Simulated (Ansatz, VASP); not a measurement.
## Ta in VASP and in Ansatz

```xyz
2
Lattice="3.0480 0.0000 0.0000 -1.5240 2.6396 0.0000 0.0000 0.0000 5.2742" Properties=species:S:1:pos:R:3 pbc="T T T"
Ta    1.5240    0.8799    3.9557
Ta    0.0000    1.7598    1.3186
```

Alike in both runs: task single point; functional PBE; k mesh 18 × 18 × 8; occupations gaussian, width 0.1 eV; no spin polarisation.

|  | VASP | Ansatz |
| --- | --- | --- |
| version | VASP 6.6.1 | Ansatz 0.2.0 |
| potentials or method | VASP PAW PBE potentials, release 64 (Ta_pv), cutoff 520 eV | scalar-relativistic, plane waves, PAW |
| valence electrons in the cell | 22 | 26 |

|  | VASP | Ansatz | Ansatz less VASP |
| --- | --- | --- | --- |
| gap on the k mesh at the Fermi level (eV) | none | none | - |
| pressure (GPa) | -18.7 | -18.7 | -0.05 |
| traceless stress, the component that is largest in VASP (GPa) | 3.24 | 3.22 | -0.023 |

A gap of «none» marks a metal or a gap that the smearing closes. With one functional, cell and mesh, what is left measures potentials, basis and numerics. VASP's potentials hold 22 valence electrons a cell and Ansatz's 26, so a difference there can come from the potentials and not from the codes.

Spin-orbit coupling is off throughout.
